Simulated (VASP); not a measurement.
A run of VASP 6.6.1:

Contents of INCAR:

```
SYSTEM = IrS
PREC = Accurate
ENCUT = 520
EDIFF = 1E-6
ISMEAR = 0
SIGMA = 0.05
LREAL = .False.
LASPH = .True.
NELM = 60
ALGO = Normal
ISIF = 2
LWAVE = .False.
LCHARG = .False.
GGA = PS
NBANDS = 14
```

KPOINTS

```
regular mesh
0
Gamma
  10 10 10
  0 0 0
```

File POSCAR:

```
IrS
1.0
    0.0000000000      2.4391161214      2.4391161214
    2.4391161214      0.0000000000      2.4391161214
    2.4391161214      2.4391161214      0.0000000000
Ir S
1 1
Direct
    0.5000000000      0.5000000000      0.5000000000
    0.0000000000      0.0000000000      0.0000000000
```

Potentials or basis: VASP PAW PBE potentials, release 64 (Ir, S).

Run with:

```bash
$ cat potpaw_PBE.64/Ir/POTCAR potpaw_PBE.64/S/POTCAR > POTCAR
$ mpirun -np 1 vasp_std > vasp.out
```

Hardware: 1 thread of AMD EPYC 7R43 64-Core Processor (Zen 3) (shared host).

**Question.** How long does it take, and how much memory?

**Answer.** It took 17 s on 1 thread of AMD EPYC 7R43 64-Core Processor (Zen 3) (shared host), peak memory 0.14 GiB. Counts: scf iterations 13, k points 47.
